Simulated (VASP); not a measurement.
The system is BP.

```
CELL_PARAMETERS angstrom
0.00000 2.26832 2.26832
2.26832 0.00000 2.26832
2.26832 2.26832 0.00000
ATOMIC_POSITIONS crystal
B 0.00000 0.00000 0.00000
P 0.25000 0.25000 0.25000
```

Program: VASP 6.6.1. Alike in all runs: task single point; potentials or basis VASP PAW PBE potentials, release 64 (B, P); no spin polarisation; cell as given; k mesh 6 × 6 × 6; cutoff (eV) 520; smearing gaussian 0.01 eV.

Q: Order these runs on this cell by their band gap on the k mesh, lowest first.
A. level HSE06; share of exact exchange 0.25; screening parameter 0.2079 1/Å
B. level r2SCAN0; share of exact exchange 0.25
C. level HF; share of exact exchange 1

A: A (2.06 eV), B (2.89 eV), C (8.09 eV).

A k mesh can miss the band edges.
